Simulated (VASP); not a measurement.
Write the native input for VASP 6.6.1 that does the following.

| Quantity | Value |
| --- | --- |
| Task | single point |
| Functional | r2SCAN |
| Potentials or basis | VASP PAW PBE potentials, release 64 (Ba_sv, Ti_sv, O) |
| Cutoff | 520 eV |
| k mesh | 7 × 7 × 7 |
| Occupations | fermi-dirac, width 0.05 eV |
| Spin | no spin polarisation |
| Dipole correction | no |
| Further INCAR settings | ALGO = Normal; EDIFF = 1e-06; NBANDS = 28 |

The system is BaTiO3.

```
Ba Ti O
1.0
     4.08457    0.00000    0.00000
     0.00000    4.08457    0.00000
     0.00000    0.00000    4.08457
Ba Ti O
1 1 3
Direct
  0.50000 0.50000 0.50000
  0.00000 0.00000 0.00000
  0.00000 0.00000 0.50000
  0.00000 0.50000 0.00000
  0.50000 0.00000 0.00000
```

One way to write it, as run:

POSCAR

```
BaTiO3
1.0
    4.0845689666      0.0000000000      0.0000000000
    0.0000000000      4.0845689666      0.0000000000
    0.0000000000      0.0000000000      4.0845689666
Ba Ti O
1 1 3
Direct
    0.5000000000      0.5000000000      0.5000000000
    0.0000000000      0.0000000000      0.0000000000
    0.0000000000      0.0000000000      0.5000000000
    0.0000000000      0.5000000000      0.0000000000
    0.5000000000      0.0000000000      0.0000000000
```

INCAR.step1

```
PREC = Accurate ; ENCUT = 520
ISMEAR = -1 ; SIGMA = 0.05
LREAL = F ; LASPH = T
NELM = 60 ; NBANDS = 28
GGA = PE ; ALGO = Normal
EDIFF = 1E-4 ; LWAVE = T
LCHARG = F
```

INCAR.step2

```
PREC = Accurate ; ENCUT = 520
EDIFF = 1E-6 ; ISMEAR = -1
SIGMA = 0.05 ; LREAL = F
LASPH = T ; NELM = 60
ALGO = Normal ; ISIF = 2
LWAVE = F ; LCHARG = F
METAGGA = R2SCAN ; LMIXTAU = T
NBANDS = 28 ; ISTART = 1
```

KPOINTS

```
regular mesh
0
Gamma
  7 7 7
```

Potentials or basis: VASP PAW PBE potentials, release 64 (Ba_sv, Ti_sv, O).

Launch:

```console
$ cat potpaw_PBE.64/Ba_sv/POTCAR potpaw_PBE.64/Ti_sv/POTCAR potpaw_PBE.64/O/POTCAR > POTCAR
$ cp INCAR.step1 INCAR
$ mpirun -np 1 vasp_std > vasp.out
$ cp INCAR.step2 INCAR
$ mpirun -np 1 vasp_std > vasp.out
```

Results of the run:

```json
{
  "Pressure": "-8.9 GPa",
  "Band gap on the k mesh": "2.04 eV, indirect (least direct gap 2.19 eV)"
}
```

Caveat: the PAW data sets were made with another functional, which shifts forces and pressure a little; spin-orbit coupling is left out, which moves the levels of the heavy elements.

Wall time 72 s on 1 thread of Intel(R) Xeon(R) 6975P-C (Granite Rapids), with other jobs on the host, peak memory 0.2 GiB.
